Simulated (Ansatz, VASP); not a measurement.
MoS2: VASP beside Ansatz

File POSCAR:

```
MoS2
1.0
    1.5875907347      0.9165959380      6.1939395993
   -1.5875907347      0.9165959380      6.1939395993
    0.0000000000     -1.8331918760      6.1939395993
Mo S
1 2
Direct
   -0.0000146007     -0.0000146007     -0.0000146007
    0.4170015121      0.4170015121      0.4170015121
    0.2496797553      0.2496797553      0.2496797553
```

File INCAR.step1:

```
PREC = Accurate
ENCUT = 520
EDIFF = 1E-5
ISMEAR = 0
SIGMA = 0.01
LREAL = False
LASPH = True
NELM = 60
ALGO = Normal
ISIF = 2
LWAVE = True
LCHARG = False
NBANDS = 20
GGA = PE
```

Contents of INCAR.step2:

```
PREC = Accurate
ENCUT = 520
EDIFF = 1E-6
ISMEAR = 0
SIGMA = 0.01
LREAL = False
LASPH = True
NELM = 60
ALGO = Normal
ISIF = 2
LWAVE = False
LCHARG = False
GGA = PE
LHFCALC = True
AEXX = 0.5
HFSCREEN = 0.5
PRECFOCK = Normal
NBANDS = 20
ISTART = 1
```

File KPOINTS:

```
regular mesh
0
Gamma
  4 4 4
```

Input for Ansatz:

```yaml
crystal:
  lattice:
    - [1.5875907347, 0.916595938, 6.1939395993]
    - [-1.5875907347, 0.916595938, 6.1939395993]
    - [0.0, -1.833191876, 6.1939395993]
  atoms:
    - { symbol: Mo, position: [-1.46007e-05, -1.46007e-05, -1.46007e-05] }
    - { symbol: S, position: [0.4170015121, 0.4170015121, 0.4170015121] }
    - { symbol: S, position: [0.2496797553, 0.2496797553, 0.2496797553] }
kpoints:
  mp_grid: { grid: [4, 4, 4] }
hamiltonian:
  xc: { exchange: pbe, correlation: pbe, exx: { coeff: 0.5, omega: 0.5 } }
scf:
  occupations: { method: fixed }
  n_extra_bands: 4
output:
  forces: true
  stress: true
  eigenvalues: true
```

Alike in both runs: task single point; functional PBE-based screened hybrid; k mesh 4 × 4 × 4; no spin polarisation.

|  | VASP | Ansatz |
| --- | --- | --- |
| version | VASP 6.6.1 | Ansatz 0.2.0 |
| potentials or method | VASP PAW PBE potentials, release 64 (Mo_sv, S) | plane waves |
| plane-wave cutoff (eV) | 520 | 420 |
| occupations | gaussian, width 0.01 eV | fixed |
| valence electrons in the cell | 26 | 26 |

```csv
,VASP,Ansatz,Ansatz less VASP
gap on the k mesh at the Fermi level (eV),1.65,1.64,-0.012
pressure (GPa),-5.0,-4.7,+0.28
"traceless stress, the component that is largest in VASP (GPa)",0.36,0.49,+0.132
rms of the force components (eV/Å),0.348,0.330,-0.0180
```

VASP's potentials were made for PBE, not for PBE-based screened hybrid. Atom by atom the forces differ by 0.018 eV/Å (rms over components). Ansatz's warnings: stress exchange threshold loose, stress scf threshold loose.

The k mesh is coarse, so the values compare programs but aren't converged.
